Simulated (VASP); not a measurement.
Here is a VASP 6.6.1 calculation.

File INCAR:

```
SYSTEM = AlN
PREC = Accurate
ENCUT = 520
EDIFF = 1E-7
ISMEAR = -1
SIGMA = 0.05
LREAL = .FALSE.
LASPH = .TRUE.
NELM = 80
ALGO = Normal
ISIF = 2
LWAVE = .FALSE.
LCHARG = .FALSE.
GGA = PS
NBANDS = 16
```

KPOINTS

```
Automatic mesh
0
G
  10 10 6
  0 0 0
```

The input POSCAR:

```
AlN
1.0
    3.1130000000      0.0000000000      0.0000000000
   -1.5565000000      2.6959370820      0.0000000000
    0.0000000000      0.0000000000      4.9810000000
Al N
2 2
Direct
    0.6666666667      0.3333333333      0.5000000000
    0.3333333333      0.6666666667      0.0000000000
    0.6666666667      0.3333333333      0.8800000000
    0.3333333333      0.6666666667      0.3800000000
```

Potentials or basis: VASP PAW PBE potentials, release 64 (Al, N).

The run is started by

```console
$ cat potpaw_PBE.64/Al/POTCAR potpaw_PBE.64/N/POTCAR > POTCAR
$ mpirun -np 1 vasp_std > vasp.out
```

Q: What does it give for the band gap on the k mesh?

A: 4.15 eV, direct.

Q: Estimate the largest force.

A: 0.132 eV/Å.

Stress tensor (GPa, compression positive):
```
-0.27  0.00  0.00
 0.00 -0.27  0.00
 0.00  0.00  1.23
```

Caveat: the PAW data sets were made with another functional, which shifts forces and pressure a little.

**What was measured.**

“Self-assembly of well-separated AlN nanowires directly on sputtered metallic TiN films”, 2019, arxiv:1910.07391 quotes, for a bulk crystal of AlN at 10 K: band gap 6.034 eV (an exciton energy, a little under the gap).

A measured gap of AlN is 6.034 eV (an exciton energy, a little under the gap; 10 K; quoted in “Self-assembly of well-separated AlN nanowires directly on sputtered metallic TiN films”, 2019, arxiv:1910.07391); the calculated 4.15 eV misses it by -1.88 eV. 2 values of this kind are on record (6.034 to 6.0343 eV); this one was drawn at random. The value is that of PBEsol on a finite k mesh, which can miss the band edges, without temperature or zero-point motion. Semilocal functionals fall short of measured gaps as a rule.
